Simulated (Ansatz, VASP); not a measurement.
# One calculation of GaSb, two programs

The input POSCAR:

```
GaSb
1.0
    0.0000000000      3.0630737977      3.0630737977
    3.0630737977      0.0000000000      3.0630737977
    3.0630737977      3.0630737977      0.0000000000
Ga Sb
1 1
Direct
    0.0000000000      0.0000000000      0.0000000000
    0.7500000000      0.7500000000      0.7500000000
```

INCAR.step1

```
SYSTEM = GaSb
PREC = Accurate
ENCUT = 550
ISMEAR = 0
SIGMA = 0.05
LREAL = .FALSE.
LASPH = .TRUE.
NELM = 120
NBANDS = 16
GGA = PE
ALGO = Normal
EDIFF = 1E-5
LWAVE = .TRUE.
LCHARG = .FALSE.
GGA_COMPAT = .FALSE.
```

The input INCAR.step2:

```
SYSTEM = GaSb
PREC = Accurate
ENCUT = 550
EDIFF = 1E-6
ISMEAR = 0
SIGMA = 0.05
LREAL = .FALSE.
LASPH = .TRUE.
NELM = 120
ALGO = Normal
ISIF = 2
LWAVE = .FALSE.
LCHARG = .TRUE.
METAGGA = R2SCAN
LMIXTAU = .TRUE.
LELF = .TRUE.
LVHAR = .TRUE.
NBANDS = 16
ISTART = 1
GGA_COMPAT = .FALSE.
```

File KPOINTS:

```
Automatic mesh
0
G
  6 6 6
  0 0 0
```

Input for Ansatz:

```yaml
crystal:
  lattice:
    - [0.0, 3.0630737977, 3.0630737977]
    - [3.0630737977, 0.0, 3.0630737977]
    - [3.0630737977, 3.0630737977, 0.0]
  atoms:
    - { symbol: Ga, position: [0.0, 0.0, 0.0] }
    - { symbol: Sb, position: [0.75, 0.75, 0.75] }
basis:
  ecutwfc: 500
  ecutrho_ratio: 4
kpoints:
  mp_grid: { grid: [6, 6, 6] }
hamiltonian:
  xc: r2scan
scf:
  occupations: { method: gaussian, width: 0.05 }
output:
  forces: true
  stress: true
  eigenvalues: true
```

Alike in both runs: task single point; functional r2SCAN; k mesh 6 × 6 × 6; occupations gaussian, width 0.05 eV; no spin polarisation.

|  | VASP | Ansatz |
| --- | --- | --- |
| version | VASP 6.6.1 | Ansatz 0.2.0 |
| potentials or method | VASP PAW PBE potentials, release 64 (Ga_d, Sb), cutoff 550 eV | scalar-relativistic, plane waves, PAW |
| valence electrons in the cell | 18 | 28 |

Ansatz gave:

| Quantity | Value |
| --- | --- |
| gap on the k mesh at the Fermi level (eV) | 0.43 |
| least direct gap on the mesh (eV) | 0.43 |
| pressure (GPa) | 0.1 |

Q: What did VASP give for the same quantities?

A: gap on the k mesh at the Fermi level (eV): 0.42; least direct gap on the mesh (eV): 0.42; pressure (GPa): 0.2.

VASP's potentials were made for PBE, not for r2SCAN. The functional is the same, so the differences come from potentials, cutoffs and numerics. VASP's potentials hold 18 valence electrons a cell and Ansatz's 28, so a difference there can come from the potentials and not from the codes.

Neither program's run includes spin-orbit coupling.
